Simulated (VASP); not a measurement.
**MoS2: single point with revPBE+U**

MoS2:

```
Mo S
1.0
     1.58000    0.91221    6.15000
    -1.58000    0.91221    6.15000
     0.00000   -1.82443    6.15000
Mo S
1 2
Direct
  0.00000 0.00000 0.00000
  0.41700 0.41700 0.41700
  0.25000 0.25000 0.25000
```

* Program: VASP 6.6.1
* Task: single point
* Functional: revPBE
* Potentials or basis: VASP PAW PBE potentials, release 64 (Mo_sv, S)
* Cutoff: 500 eV
* k mesh: 10 × 10 × 10
* Occupations: fermi-dirac, width 0.025 eV
* Spin: no spin polarisation
* Hubbard terms: Mo d U = 6.2 eV
* Dipole correction: no
* Further INCAR settings: ALGO = Normal; EDIFF = 1e-06; NBANDS = 20

```yaml
Pressure: 11.2 GPa
Largest_force: 1.006 eV/Å
Band_gap_on_the_k_mesh: 1.03 eV (least direct gap 1.80 eV)
```

Forces on the atoms (eV/Å):
```
Mo   0.000  0.000  0.089
S    0.000  0.000  0.916
S    0.000  0.000 -1.006
```

Stress tensor (GPa, compression positive):
```
10.32  0.00  0.00
 0.00 10.32  0.00
 0.00  0.00 13.05
```

Levels at points of the mesh, in eV from the valence-band top:
```
           k point  band 9  band 10  band 11  band 12  band 13  band 14  band 15  band 16  band 17  band 18
(0.00, 0.00, 0.00)   -3.33    -2.14    -2.14    -1.27    -1.14     2.17     2.17     2.53     2.53     5.43
(0.50, 0.00, 0.00)   -5.01    -3.88    -2.28    -1.66    -1.51     1.78     2.07     3.62     3.69     5.29
(0.50, 0.50, 0.00)   -4.72    -3.81    -2.84    -1.84    -1.35     1.74     2.19     3.18     4.10     5.96
(0.50, 0.50, 0.50)   -3.35    -3.35    -2.11    -2.11     0.00     2.26     2.26     2.40     2.40     5.50
```

Eigenvalues of the final occupation matrices:
| site | spin | trace | eigenvalues |
| --- | --- | --- | --- |
| site 1 d | 1 | 1.94 | 0.37 0.37 0.38 0.38 0.43 |
| site 1 d | 2 | 1.94 | 0.37 0.37 0.38 0.38 0.43 |

Wall time 8.2 min on 1 thread of AMD EPYC 7R43 64-Core Processor (Zen 3), with other jobs on the host, peak memory 0.33 GiB.

Caveat: the cell stands under pressure; the PAW data sets were made with another functional, which shifts forces and pressure a little. A k mesh can miss the band edges.
